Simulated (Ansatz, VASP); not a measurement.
## Ga in VASP and in Ansatz

```
Ga
1.0
     2.98062    0.00000    0.00000
    -1.49031    2.58129    0.00000
     0.00000    0.00000    4.81694
Ga
2
Direct
  0.33333 0.66667 0.25000
  0.66667 0.33333 0.75000
```

Change from the starting cell: volume scaled by 0.97, PAW files.

Alike in both runs: task electric field gradients; functional PBE; k mesh 18 × 18 × 10; occupations fermi-dirac, width 0.05 eV; no spin polarisation.

```csv
,VASP,Ansatz
version,VASP 6.6.1,Ansatz 0.2.0
potentials or method,"VASP PAW PBE potentials, release 64 (Ga_d)","PAW with Ansatz's default frozen-core files, scalar-relativistic"
plane-wave cutoff (eV),520,420
valence electrons in the cell,26,26
```

|  | VASP | Ansatz | Ansatz less VASP |
| --- | --- | --- | --- |
| pressure (GPa) | 1.6 | 1.5 | -0.09 |
| size of Vzz on the site where it differs most (V/Å²) | 2.0 | 2.2 | +0.13 |
